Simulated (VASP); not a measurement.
Set up this calculation in VASP 6.6.1, as the native input.

| Quantity | Value |
| --- | --- |
| Task | relaxation of cell and atoms |
| Functional | PBE |
| Potentials or basis | VASP PAW PBE potentials, release 64 (Li_sv, O) |
| Cutoff | 750 eV |
| k mesh | 8 × 8 × 8 |
| Occupations | gaussian, width 0.02 eV |
| Spin | no spin polarisation |
| Dipole correction | no |
| Further INCAR settings | ALGO = Normal; EDIFF = 1e-07; IBRION = 2; EDIFFG = -0.002; NSW = 100; ISIF = 3 |

The structure of Li2O (pbe) lies in POSCAR:

```
Li2O
1.0
    0.0000000000      2.3135000000      2.3135000000
    2.3135000000      0.0000000000      2.3135000000
    2.3135000000      2.3135000000      0.0000000000
Li O
2 1
Direct
    0.2500000000      0.2500000000      0.2500000000
    0.7500000000      0.7500000000      0.7500000000
    0.0000000000      0.0000000000      0.0000000000
```

These files were run (other wordings do the same):

INCAR

```
ALGO = Normal ; EDIFF = 1E-7
EDIFFG = -0.002 ; ENCUT = 750
GGA = PE ; GGA_COMPAT = False
IBRION = 2 ; ISIF = 3
ISMEAR = 0 ; LASPH = True
LCHARG = False ; LREAL = False
LWAVE = False ; NELM = 120
NELMIN = 4 ; NSW = 100
PREC = Accurate ; SIGMA = 0.02
```

KPOINTS

```
k-points
0
Gamma
  8 8 8
```

Potentials or basis: VASP PAW PBE potentials, release 64 (Li_sv, O).

Run with:

```bash
$ cat potpaw_PBE.64/Li_sv/POTCAR potpaw_PBE.64/O/POTCAR > POTCAR
$ mpirun -np 1 vasp_std > vasp.out
```

It gave:

```
Relaxed volume                         : 8.22 Å³/atom
Relaxed cell                           : a = 3.267 Å, b = 3.267 Å, c = 3.267 Å, α = 60.00°, β = 60.00°, γ = 60.00°
Space group after relaxing (to 0.05 Å) : Fm-3m (No. 225)
Energy gained by relaxing              : 0.0 meV/atom
Ionic steps                            : 4
Pressure after relaxing                : 0.0 GPa
Band gap on the k mesh                 : 4.98 eV, indirect (least direct gap 5.26 eV)
```

It took 72 s on 1 thread of Intel Xeon 8259CL, with other jobs on the host, peak memory 0.16 GiB.
